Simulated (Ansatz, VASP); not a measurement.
# Two plane-wave programs on Si

```
Si
1.0
    -3.30127    3.30127    1.96562
     3.30127   -3.30127    1.96562
     3.30127    3.30127   -1.96562
Si
4
Cartesian
  1.1808 1.1808 0.0000
  2.1205 2.1205 1.9656
  2.1205 -2.1205 1.9656
  -2.1205 2.1205 1.9656
```

Change from the starting cell: strain +0.000 along x and y, +0.030 along z, atoms carried along.

Alike in both runs: task single point; functional LDA; k mesh 10 × 10 × 10; occupations gaussian, width 0.03 eV; no spin polarisation.

|  | VASP | Ansatz |
| --- | --- | --- |
| version | VASP 6.6.1 | Ansatz 0.2.0 |
| potentials or method | VASP PAW LDA potentials, release 64 (Si), cutoff 520 eV | scalar-relativistic, plane waves, PAW |
| valence electrons in the cell | 16 | 16 |

|  | VASP | Ansatz | Ansatz less VASP |
| --- | --- | --- | --- |
| gap on the k mesh at the Fermi level (eV) | none | none | - |
| pressure (GPa) | -2.4 | -2.5 | -0.03 |
| traceless stress, the component that is largest in VASP (GPa) | -3.45 | -3.42 | +0.030 |
| rms of the force components (eV/Å) | 0.153 | 0.151 | -0.0023 |

LDA's correlation is that of Perdew and Zunger in VASP and of Perdew and Wang (1992) in Ansatz. Atom by atom the forces differ by 0.002 eV/Å (rms over components). A gap of «none» marks a metal or a gap that the smearing closes.
